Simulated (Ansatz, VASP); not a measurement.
**B2O in VASP and in Ansatz**

INCAR

```
SYSTEM = B2O
PREC     = Accurate       ! precision mode
ENCUT    = 600            ! plane-wave cutoff, eV
EDIFF    = 1E-6           ! SCF threshold, eV
ISMEAR   = 0              ! smearing method
SIGMA    = 0.1            ! smearing width, eV
LREAL    = .FALSE.        ! projectors in reciprocal space
LASPH    = .TRUE.         ! aspherical terms in the spheres
NELM     = 100            ! most SCF steps
ALGO     = Normal         ! electronic algorithm
ISIF     = 3              ! what is computed and relaxed
LWAVE    = .FALSE.        ! write WAVECAR
LCHARG   = .FALSE.        ! write CHGCAR
GGA      = PE             ! functional
IBRION   = 2              ! ionic algorithm
NSW      = 100            ! ionic steps
EDIFFG   = -0.01          ! ionic threshold
```

Contents of KPOINTS:

```
regular mesh
0
G
  18 18 4
  0 0 0
```

The input POSCAR:

```
B2O
1.0
    2.6249797815      0.0000000000      0.0000000000
   -1.3124898907      2.2732991752      0.0000000000
    0.0000000000      0.0000000000     10.9139983205
B O
4 2
Direct
    0.0000000000      0.0000000000      0.4204326843
    0.0000000000      0.0000000000      0.5795673157
    0.6666666667      0.3333333333      0.0126006046
    0.3333333333      0.6666666667      0.9873993954
    0.6666666667      0.3333333333      0.3706733987
    0.3333333333      0.6666666667      0.6293266013
```

Input for Ansatz:

```yaml
crystal:
  lattice:
    - [2.6249797815, 0.0, 0.0]
    - [-1.3124898907, 2.2732991752, 0.0]
    - [0.0, 0.0, 10.9139983205]
  atoms:
    - { symbol: B, position: [0.0, 0.0, 0.4204326843] }
    - { symbol: B, position: [0.0, 0.0, 0.5795673157] }
    - { symbol: B, position: [0.6666666667, 0.3333333333, 0.0126006046] }
    - { symbol: B, position: [0.3333333333, 0.6666666667, 0.9873993954] }
    - { symbol: O, position: [0.6666666667, 0.3333333333, 0.3706733987] }
    - { symbol: O, position: [0.3333333333, 0.6666666667, 0.6293266013] }
basis:
  ecutwfc: 420
kpoints:
  mp_grid: { grid: [18, 18, 4] }
hamiltonian:
  xc: pbe
scf:
  occupations: { method: gaussian, width: 0.1 }
output:
  forces: true
  stress: true
  eigenvalues: true
relax:
  adjacent_minimum: "off"
  f_tol: 0.01
  max_steps: 80
  cell: { stress_tol: 0.05 }
```

Alike in both runs: task relaxation of cell and atoms; functional PBE; k mesh 18 × 18 × 4; occupations gaussian, width 0.1 eV; no spin polarisation.

|  | VASP | Ansatz |
| --- | --- | --- |
| version | VASP 6.6.1 | Ansatz 0.2.0 |
| potentials or method | VASP PAW PBE potentials, release 64 (B, O), cutoff 600 eV | scalar-relativistic, plane waves, PAW |
| valence electrons in the cell | 24 | 24 |

Ansatz gave:

| Quantity | Value |
| --- | --- |
| gap on the k mesh at the Fermi level, each at its own relaxed structure (eV) | none |
| relaxed volume (Å³/atom) | 10.89 |
| relaxed cell length with the largest relative difference (Å) | 11.469 |

Question: Which values does VASP return?

Answer: gap on the k mesh at the Fermi level, each at its own relaxed structure (eV): none; relaxed volume (Å³/atom): 10.45; relaxed cell length with the largest relative difference (Å): 10.980.

A gap of «none» marks a metal or a gap that the smearing closes.
